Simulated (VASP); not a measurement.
Input of a VASP 6.6.1 run:

File INCAR:

```
SYSTEM = Si2Ni
PREC     = Accurate       ! precision mode
ENCUT    = 520            ! plane-wave cutoff, eV
EDIFF    = 1E-6           ! SCF threshold, eV
ISMEAR   = 0              ! smearing method
SIGMA    = 0.1            ! smearing width, eV
LREAL    = .False.        ! projectors in reciprocal space
LASPH    = .True.         ! aspherical terms in the spheres
NELM     = 60             ! most SCF steps
ALGO     = Normal         ! electronic algorithm
ISIF     = 2              ! what is computed and relaxed
LWAVE    = .False.        ! write WAVECAR
LCHARG   = .False.        ! write CHGCAR
GGA      = PE             ! functional
NBANDS   = 16             ! bands
```

File KPOINTS:

```
Automatic mesh
0
Gamma
  14 14 14
  0 0 0
```

POSCAR

```
Si2Ni
1.0
    0.0000000000      2.7234128963      2.7234128963
    2.7234128963      0.0000000000      2.7234128963
    2.7234128963      2.7234128963      0.0000000000
Si Ni
2 1
Direct
    0.2500000000      0.2500000000      0.2500000000
    0.7500000000      0.7500000000      0.7500000000
    0.0000000000      0.0000000000      0.0000000000
```

Potentials or basis: VASP PAW PBE potentials, release 64 (Si, Ni).

The run is started by

```console
$ cat potpaw_PBE.64/Si/POTCAR potpaw_PBE.64/Ni/POTCAR > POTCAR
$ mpirun -np 1 vasp_std > vasp.out
```

Task: Predict the pressure.

Result: -0.1 GPa.

Task: Estimate the band gap on the k mesh.

Result: Zero (band 9 reaches 11.80 eV, above the bottom of band 10 at 9.65 eV).

Spin polarisation is off, so any magnetic state and its effect on volume and gap are missing.
